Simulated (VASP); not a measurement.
# CuO (P1) in VASP: further runs

CuO is run at these levels: r2SCAN; tasks: single point.

Program: VASP 6.6.1. These are calculated values, not measurements. Logs are shortened: lines on timing, memory, paths and dates and some standing lists are left out, and cuts for length are marked.

## (1) The cell of the first run

The typed cell holds 4 atoms: a = 2.900 Å, b = 2.900 Å, c = 5.129 Å, α = 97.69°, β = 97.69°, γ = 72.31°.

## (2) Single point, r2SCAN

File POSCAR:

```
CuO
1.0
    2.3418500000     -1.7113000000      0.0000000000
    2.3418500000      1.7113000000      0.0000000000
   -0.8500274268      0.0000000000      5.0578693947
Cu O
2 2
Direct
    0.5063060000     -0.0089130000      0.5000460000
   -0.0030500000      0.5118650000      0.0077660000
    0.4125810000      0.5821750000      0.7543040000
    0.5793590000      0.4093460000      0.2516240000
```

File INCAR.step1:

```
SYSTEM = CuO
ALGO = Normal
EDIFF = 1E-4
ENCUT = 520
GGA = PE
ISMEAR = 1
LASPH = .TRUE.
LCHARG = .FALSE.
LREAL = .FALSE.
LWAVE = .TRUE.
NBANDS = 25
NELM = 100
PREC = Accurate
SIGMA = 0.1
```

File INCAR.step2:

```
SYSTEM = CuO
ALGO = Normal
EDIFF = 1E-6
ENCUT = 520
ISIF = 2
ISMEAR = 1
ISTART = 1
LASPH = .TRUE.
LCHARG = .FALSE.
LMIXTAU = .TRUE.
LREAL = .FALSE.
LWAVE = .FALSE.
METAGGA = R2SCAN
NBANDS = 25
NELM = 100
PREC = Accurate
SIGMA = 0.1
```

File KPOINTS:

```
k-points
0
G
  7 7 4
  0 0 0
```

Potentials or basis: VASP PAW PBE potentials, release 64 (Cu, O).

Command:

```sh
> cat potpaw_PBE.64/Cu/POTCAR potpaw_PBE.64/O/POTCAR > POTCAR
> cp INCAR.step1 INCAR
> mpirun -np 1 vasp_std > vasp.out
> cp INCAR.step2 INCAR
> mpirun -np 1 vasp_std > vasp.out
```

OUTCAR:

```text
SYSTEM = CuO
   EDIFF = 1E-6
   ENCUT = 520
   ISIF = 2
   ISMEAR = 1
   ISTART = 1
   LASPH = .TRUE.
   LREAL = .FALSE.
   METAGGA = R2SCAN
   NELM = 100
   PREC = Accurate

 ion  position               nearest neighbor table
   1  0.506  0.991  0.500-   4 1.94   4 1.95   3 1.97   3 1.98
   2  0.997  0.512  0.008-   4 1.93   3 1.96   4 1.96   3 1.97
   3  0.413  0.582  0.754-   2 1.96   2 1.97   1 1.97   1 1.98
   4  0.579  0.409  0.252-   2 1.93   1 1.94   1 1.95   2 1.96

  LATTYP: Found a base centered monoclinic cell.
 ALAT       =     4.6837000000
 B/A-ratio  =     0.7307470589
 C/A-ratio  =     1.0950317057
 COS(beta)  =    -0.1657361228

  Lattice vectors:

 A1 = (   2.3418500000,  -1.7113000000,   0.0000000000)
 A2 = (   2.3418500000,   1.7113000000,   0.0000000000)
 A3 = (  -0.8500274268,   0.0000000000,   5.0578693947)

Analysis of symmetry for initial positions (statically):
=====================================================================
 Subroutine PRICEL returns:
 Original cell was already a primitive cell.

 Routine SETGRP: Setting up the symmetry group for a
 base centered monoclinic supercell.

 Subroutine GETGRP returns: Found  1 space group operations
 (whereof  1 operations were pure point group operations)
 out of a pool of  4 trial point group operations.

The static configuration has the point symmetry C_1 .

Analysis of symmetry for dynamics (positions and initial velocities):
=====================================================================
 Subroutine PRICEL returns:
 Original cell was already a primitive cell.

 Routine SETGRP: Setting up the symmetry group for a
 base centered monoclinic supercell.

 Subroutine GETGRP returns: Found  1 space group operations
 (whereof  1 operations were pure point group operations)
 out of a pool of  4 trial point group operations.

The dynamic configuration has the point symmetry C_1 .

 Subroutine INISYM returns: Found  1 space group operations
 (whereof  1 operations are pure point group operations),
 and found     1 'primitive' translations

----------------------------------------------------------------------------------------

                                     Primitive cell

  volume of cell :      40.5399

  direct lattice vectors                    reciprocal lattice vectors
     2.341850000 -1.711300000  0.000000000     0.213506416 -0.292175539  0.035881968
     2.341850000  1.711300000  0.000000000     0.213506416  0.292175539  0.035881968
    -0.850027427  0.000000000  5.057869395     0.000000000  0.000000000  0.197711709

  length of vectors
     2.900484289  2.900484289  5.128800000     0.363646877  0.363646877  0.197711709

  position of ions in fractional coordinates (direct lattice)
     0.506306000  0.991087000  0.500046000
     0.996950000  0.511865000  0.007766000
     0.412581000  0.582175000  0.754304000
     0.579359000  0.409346000  0.251624000

  ion indices of the primitive-cell ions
   primitive index   ion index
                 1           1
                 2           2
                 3           3
                 4           4

----------------------------------------------------------------------------------------

 KPOINTS: k-points

Automatic generation of k-mesh.
 Grid dimensions read from file:
 generate k-points for:    7    7    4

 Generating k-lattice:

  Cartesian coordinates                     Fractional coordinates (reciprocal lattice)
     0.030500917 -0.041739363  0.005125995     0.142857143  0.000000000  0.000000000
     0.030500917  0.041739363  0.005125995     0.000000000  0.142857143  0.000000000
     0.000000000  0.000000000  0.049427927     0.000000000  0.000000000  0.250000000

  Length of vectors
     0.051949554  0.051949554  0.049427927

  Shift w.r.t. Gamma in fractional coordinates (k-lattice)
     0.000000000  0.000000000  0.000000000

 Subroutine IBZKPT returns following result:
 ===========================================

 Found     99 irreducible k-points:

 Following reciprocal coordinates:
            Coordinates               Weight
  0.000000  0.000000  0.000000      1.000000
  0.142857 -0.000000 -0.000000      2.000000
  0.000000 -0.142857  0.000000      2.000000
  0.285714 -0.000000 -0.000000      2.000000
  0.000000 -0.285714  0.000000      2.000000
  0.428571 -0.000000 -0.000000      2.000000
[... 16 lines left out ...]
 -0.285714  0.285714  0.000000      2.000000
  0.428571  0.428571 -0.000000      2.000000
 [... further k-points ...]
   k-points           NKPTS =     99   k-points in BZ     NKDIM =     99   number of bands    NBANDS=     25
   number of dos      NEDOS =    301   number of ions     NIONS =      4
   total plane-waves  NPLWV =  23040
   dimension x,y,z NGX =    24 NGY =   24 NGZ =   40
   dimension x,y,z NGXF=    48 NGYF=   48 NGZF=   80
   ions per type =               2   2
   NGX,Y,Z   is equivalent  to a cutoff of  13.76, 13.76, 12.97 a.u.
   NGXF,Y,Z  is equivalent  to a cutoff of  27.51, 27.51, 25.93 a.u.
 SYSTEM =  CuO
   PREC   = accura    normal or accurate (medium, high low for compatibility)
   ISTART =      1    job   : 0-new  1-cont  2-samecut
   ICHARG =      0    charge: 1-file 2-atom 10-const
   ISPIN  =      1    spin polarized calculation?
   LNONCOLLINEAR =      F non collinear calculations
   LSORBIT =      F    spin-orbit coupling
   LASPH  =      T    aspherical Exc in radial PAW
   ENCUT  =  520.0 eV  38.22 Ry    6.18 a.u.   5.39  5.39  9.54*2*pi/ulx,y,z
   NELM   =    100;   NELMIN=  2; NELMDL=  0     # of ELM steps
   EDIFF  = 0.1E-05   stopping-criterion for ELM
   LREAL  =      F    real-space projection
   EDIFFG = 0.1E-04   stopping-criterion for IOM
   NSW    =      0    number of steps for IOM
   IBRION =     -1    ionic relax: 0-MD 1-quasi-New 2-CG
   NFREE  =      0    steps in history (QN), initial steepest desc. (CG)
   ISIF   =      2    stress and relaxation
   ISYM   =      2    0-nonsym 1-usesym 2-fastsym
   POTIM  = 0.5000    time-step for ionic-motion
   TEBEG  =    0.0;   TEEND  =   0.0 temperature during run
   PSTRESS=    0.0 pullay stress
   NELECT =      34.0000    total number of electrons
   NUPDOWN=      -1.0000    fix difference up-down
   EMIN   =  10.00;   EMAX   =-10.00  energy-range for DOS
   EFERMI =   0.00;   METHOD = LEGACY
   ISMEAR =     1;   SIGMA  =   0.10  broadening in eV -4-tet -1-fermi 0-gaus
   EFERMI_NEDOS =   21; number of points for ismear=-14 and -15
   IALGO  =     38    algorithm
   IMIX   =      4    mixing-type and parameters
     AMIX     =   0.40;   BMIX     =  1.00
     AMIX_MAG =   1.60;   BMIX_MAG =  1.00
  volume/ion in A,a.u.               =      10.13        68.39
  Fermi-wavevector in a.u.,A,eV,Ry     =   1.543856  2.917465 32.429379  2.383492
  Thomas-Fermi vector in A             =   2.649460
   LORBIT       =      0    0 simple, 1 ext, 2 COOP (PROOUT), +10 PAW based schemes
   METAGGA = R2SCAN    functional components
   LHFCALC =     F    Hartree Fock is set to
   AEXX    =    0.0000 exact exchange contribution
   IVDW    =     0    specifies the selected vdW correction
   LEPSILON=     F    determine dielectric tensor
   LRPA    =     F    only Hartree local field effects (RPA)
 non-spin polarized calculation
 Methfessel and Paxton  Order N= 1 SIGMA  =   0.10
  energy-cutoff  :      520.00
  volume of cell :       40.54
 maximum number of plane-waves:      1129
 NGX is ok and might be reduce to    24
   NGX = 11   NGY = 11   NGZ = 19

 number of electron      33.9999994 magnetization

 Free energy of the ion-electron system (eV)
  ---------------------------------------------------
  ext. energy  EPLUGINS =         0.00000000
  ---------------------------------------------------
  free energy    TOTEN  =       -36.35025999 eV

  energy without entropy =      -36.34777674  energy(sigma->0) =      -36.34943224

 E-fermi :   5.5248     XC(G=0): -12.6190

 val. band max:        5.5202114974   @ k =   0.1429  -0.0000  -0.0000
 cond. band min:       5.5315823420   @ k =  -0.0000   0.1429  -0.2500
 fundamental gap:      0.0113708446
 Fermi energy:         5.5248035632

 k-point     1 :       0.0000    0.0000    0.0000
  band No.  band energies     occupation
      1     -15.5525      2.00000
      2     -14.2554      2.00000
      3      -2.8366      2.00000
      4      -0.2407      2.00000
      5       0.1406      2.00000
      6       2.0615      2.00000
[... 17 lines left out ...]
     24      22.6867      0.00000
     25      22.9249      0.00000

 k-point     2 :       0.1429   -0.0000   -0.0000
  band No.  band energies     occupation
      1     -15.4233      2.00000
      2     -14.2127      2.00000
      3      -2.6178      2.00000
      4      -0.2909      2.00000
      5       0.0973      2.00000
      6       0.7940      2.00000
[... 17 lines left out ...]
     24      21.8626      0.00000
     25      22.9732      0.00000

 k-point     3 :       0.0000   -0.1429    0.0000
  band No.  band energies     occupation
      1     -15.4237      2.00000
      2     -14.2122      2.00000
      3      -2.6204      2.00000
      4      -0.2804      2.00000
      5       0.0722      2.00000
      6       0.8321      2.00000
[... 17 lines left out ...]
     24      21.8260      0.00000
     25      23.0279      0.00000

 k-point     4 :       0.2857   -0.0000   -0.0000
  band No.  band energies     occupation
      1     -15.1151      2.00000
      2     -14.1149      2.00000
      3      -2.1102      2.00000
      4      -0.8344      2.00000
      5      -0.3807      2.00000
      6       0.1402      2.00000
[... 17 lines left out ...]
     24      20.3677      0.00000
     25      22.4537      0.00000

 k-point     5 :       0.0000   -0.2857    0.0000
  band No.  band energies     occupation
      1     -15.1162      2.00000
      2     -14.1134      2.00000
      3      -2.1223      2.00000
      4      -0.8287      2.00000
      5      -0.3474      2.00000
      6       0.1103      2.00000
[... 17 lines left out ...]
     24      20.2968      0.00000
     25      22.4648      0.00000

 k-point     6 :       0.4286   -0.0000   -0.0000
  band No.  band energies     occupation
      1     -14.8464      2.00000
      2     -14.0342      2.00000
      3      -1.8118      2.00000
      4      -1.6852      2.00000
      5      -0.4488      2.00000
      6       0.1729      2.00000
[... 17 lines left out ...]
     24      19.1520      0.00000
     25      22.0368      0.00000
[... 393 lines left out ...]
 k-point    21 :      -0.4286    0.2857    0.0000
  band No.  band energies     occupation
      1     -14.5298      2.00000
      2     -13.9526      2.00000
      3      -1.6441      2.00000
      4      -1.1401      2.00000
      5      -0.6024      2.00000
      6      -0.1144      2.00000
[... 17 lines left out ...]
     24      19.3993      0.00000
     25      19.9485      0.00000

 k-point    22 :      -0.2857    0.4286    0.0000
  band No.  band energies     occupation
      1     -14.5296      2.00000
      2     -13.9526      2.00000
      3      -1.6460      2.00000
      4      -1.1378      2.00000
      5      -0.5806      2.00000
      6      -0.1657      2.00000
[... 17 lines left out ...]
     24      19.3664      0.00000
     25      19.9761      0.00000

 k-point    23 :      -0.2857    0.2857    0.0000
  band No.  band energies     occupation
      1     -14.6941      2.00000
      2     -13.9849      2.00000
      3      -1.4292      2.00000
      4      -0.9289      2.00000
      5      -0.8228      2.00000
      6      -0.2770      2.00000
[... 17 lines left out ...]
     24      19.5064      0.00000
     25      19.8326      0.00000

 k-point    24 :       0.4286    0.4286   -0.0000
  band No.  band energies     occupation
      1     -14.4151      2.00000
      2     -13.9397      2.00000
      3      -1.9735      2.00000
      4      -0.8596      2.00000
      5      -0.5741      2.00000
      6      -0.0732      2.00000
[... 17 lines left out ...]
     24      19.2716      0.00000
     25      20.3408      0.00000

 [... further k-points ...]

------------------------ aborting loop because EDIFF is reached ----------------------------------------

  FORCE on cell =-STRESS in cart. coord.  units (eV):
  Direction    XX          YY          ZZ          XY          YZ          ZX
  --------------------------------------------------------------------------------------
  -------------------------------------------------------------------------------------
  Total       -0.2040985      0.1387554     -0.4770395     -0.0449233     -0.1263613     -0.2566926
  in kB       -8.0661753      5.4837514    -18.8530710     -1.7754121     -4.9939224    -10.1447445
  external PRESSURE =      -7.1451650 kB  Pullay stress =       0.0000000 kB

 VOLUME and BASIS-vectors are now :
 -----------------------------------------------------------------------------
  energy-cutoff  :      520.00
  volume of cell :       40.54
      direct lattice vectors                 reciprocal lattice vectors
     2.341850000 -1.711300000  0.000000000     0.213506416 -0.292175539  0.035881968
     2.341850000  1.711300000  0.000000000     0.213506416  0.292175539  0.035881968
    -0.850027427  0.000000000  5.057869395     0.000000000  0.000000000  0.197711709

 POSITION                                       TOTAL-FORCE (eV/Angst)
 -----------------------------------------------------------------------------------
      3.08162      0.82961      2.52917        -0.033739      0.145966      0.407625
      3.52682     -0.83013      0.03928        -0.187863      0.008046     -0.355180
      1.68839      0.29023      3.81517         0.085189     -0.387658     -0.108761
      2.10151     -0.29094      1.27268         0.136413      0.233646      0.056315
 -----------------------------------------------------------------------------------
    total drift:                                0.009530     -0.007617      0.010413

  FREE ENERGIE OF THE ION-ELECTRON SYSTEM (eV)
  ---------------------------------------------------
  free  energy   TOTEN  =       -36.3502599905 eV

  energy  without entropy=      -36.3477767381  energy(sigma->0) =      -36.34943224
```

Wall time 2.3 min (1 thread of Intel Xeon 6975P-C (Granite Rapids), shared host); peak memory 0.22 GiB.

Results:

```yaml
Free_energy: -36.3503 eV
Pressure: -0.7 GPa
Largest_force: 0.434 eV/Å
Band_gap_on_the_k_mesh: zero (bands 17 and 18 overlap by 0.62 eV)
```

Forces on the atoms (eV/Å):
```
Cu  -0.034  0.146  0.408
Cu  -0.188  0.008 -0.355
O    0.085 -0.388 -0.109
O    0.136  0.234  0.056
```

Stress tensor (GPa, compression positive):
```
-0.81 -0.18 -1.01
-0.18  0.55 -0.50
-1.01 -0.50 -1.89
```

Levels at points of the mesh, in eV from the Fermi level:
```
           k point  band 13  band 14  band 15  band 16  band 17  band 18  band 19  band 20  band 21  band 22
(0.00, 0.00, 0.00)    -2.54    -2.40    -2.33    -1.86     0.19     0.96     2.04     6.54     8.75    14.01
(0.00, 0.00, 0.50)    -2.45    -2.36    -1.68    -1.66     0.24     0.27     4.28     4.37    12.21    12.41
```

Caveat: the PAW data sets were made with another functional, which shifts forces and pressure a little; semilocal functionals often make such compounds metallic where correlation or magnetic order opens a gap, which also shifts bond lengths.

(Part 1 of 2 ends here.)
